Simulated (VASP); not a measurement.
A run of VASP 6.6.1 is set up as follows.

Contents of INCAR:

```
ALGO = Normal
EDIFF = 1E-6
ENCUT = 520
GGA = PE
ISIF = 2
ISMEAR = 0
LASPH = T
LCHARG = F
LREAL = F
LWAVE = F
NBANDS = 26
NELM = 80
PREC = Accurate
SIGMA = 0.1
```

File KPOINTS:

```
k-points
0
Gamma
  6 6 10
```

POSCAR

```
Al2GaSb3
1.0
    6.9213574893      0.0000000000      0.0000000000
   -3.4606787446      5.9940714144      0.0000000000
    0.0000000000      0.0000000000      4.0898523575
Al Ga Sb
2 1 3
Direct
    0.6666666667      0.3333333333      0.0000000000
    0.3333333333      0.6666666667      0.0000000000
    0.0000000000      0.0000000000      0.0000000000
    0.5000000000      0.0000000000      0.5000000000
    0.0000000000      0.5000000000      0.5000000000
    0.5000000000      0.5000000000      0.5000000000
```

Potentials or basis: VASP PAW PBE potentials, release 64 (Al, Ga_d, Sb).

Command:

```console
$ cat potpaw_PBE.64/Al/POTCAR potpaw_PBE.64/Ga_d/POTCAR potpaw_PBE.64/Sb/POTCAR > POTCAR
$ mpirun -np 1 vasp_std > vasp.out
```

Problem. Estimate the pressure.

Solution. 0.1 GPa.

Problem. What does it give for the band gap on the k mesh?

Solution. Zero (bands 17 and 18 overlap by 1.84 eV).

Caveat: spin-orbit coupling is left out, which moves the levels of the heavy elements.
